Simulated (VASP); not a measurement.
Write the native input for VASP 6.6.1 that does the following.

- Task: single point
- Functional: r2SCAN
- Potentials or basis: VASP PAW PBE potentials, release 64 (B, N)
- Cutoff: 520 eV
- k mesh: 12 × 12 × 4
- Occupations: gaussian, width 0.05 eV
- Spin: no spin polarisation
- Dipole correction: no
- Further INCAR settings: ALGO = Normal; EDIFF = 1e-06; NBANDS = 16

Crystal: BN.

```
B N
1.0
     2.29431    0.00000    0.00000
    -1.14715    1.98693    0.00000
     0.00000    0.00000    7.93441
B N
2 2
Direct
  0.33333 0.66667 0.25000
  0.66667 0.33333 0.75000
  0.33333 0.66667 0.75000
  0.66667 0.33333 0.25000
```

This cell differs from its parent crystal: ratio of the length along z to the lengths across it x 1.3, volume and fractional coordinates fixed.

These files were run (other wordings do the same):

POSCAR

```
BN
1.0
    2.2943082580      0.0000000000      0.0000000000
   -1.1471541290      1.9869292355      0.0000000000
    0.0000000000      0.0000000000      7.9344112779
B N
2 2
Direct
    0.3333333333      0.6666666667      0.2500000000
    0.6666666667      0.3333333333      0.7500000000
    0.3333333333      0.6666666667      0.7500000000
    0.6666666667      0.3333333333      0.2500000000
```

INCAR.step1

```
SYSTEM = BN
  ALGO = Normal
  EDIFF = 1E-4
  ENCUT = 520
  GGA = PE
  ISMEAR = 0
  LASPH = .TRUE.
  LCHARG = .FALSE.
  LREAL = .FALSE.
  LWAVE = .TRUE.
  NBANDS = 16
  NELM = 60
  PREC = Accurate
  SIGMA = 0.05
```

INCAR.step2

```
SYSTEM = BN
  ALGO = Normal
  EDIFF = 1E-6
  ENCUT = 520
  ISIF = 2
  ISMEAR = 0
  ISTART = 1
  LASPH = .TRUE.
  LCHARG = .FALSE.
  LMIXTAU = .TRUE.
  LREAL = .FALSE.
  LWAVE = .FALSE.
  METAGGA = R2SCAN
  NBANDS = 16
  NELM = 60
  PREC = Accurate
  SIGMA = 0.05
```

KPOINTS

```
k-points
0
G
  12 12 4
  0 0 0
```

Potentials or basis: VASP PAW PBE potentials, release 64 (B, N).

Launch:

```console
$ cat potpaw_PBE.64/B/POTCAR potpaw_PBE.64/N/POTCAR > POTCAR
$ cp INCAR.step1 INCAR
$ mpirun -np 1 vasp_std > vasp.out
$ cp INCAR.step2 INCAR
$ mpirun -np 1 vasp_std > vasp.out
```

It gave:

The pressure is 77.2 GPa. The band gap on the k mesh is 4.34 eV, indirect (least direct gap 5.32 eV).

Caveat: the PAW data sets were made with another functional, which shifts forces and pressure a little.

Wall time 110 s on 1 thread of Intel(R) Xeon(R) Platinum 8375C CPU @ 2.90GHz (Ice Lake) (shared host), peak memory 0.17 GiB.
